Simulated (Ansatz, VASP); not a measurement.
## Two plane-wave programs on BP

```
B P
1.0
     0.00000    2.26900    2.26900
     2.26900    0.00000    2.26900
     2.26900    2.26900    0.00000
B P
1 1
Direct
  0.00000 0.00000 0.00000
  0.25000 0.25000 0.25000
```

Alike in both runs: task single point; functional LDA; k mesh 8 × 8 × 8; no spin polarisation.

|  | VASP | Ansatz |
| --- | --- | --- |
| version | VASP 6.6.1 | Ansatz 0.2.0 |
| potentials or method | VASP PAW LDA potentials, release 64 (B, P), cutoff 500 eV | plane waves, PAW |
| occupations | fermi-dirac, width 0.1 eV | fermi-dirac |
| valence electrons in the cell | 8 | 8 |

|  | VASP | Ansatz | Ansatz less VASP |
| --- | --- | --- | --- |
| pressure (GPa) | -5.3 | -5.2 | +0.08 |

LDA's correlation is that of Perdew and Zunger in VASP and of Perdew and Wang (1992) in Ansatz.
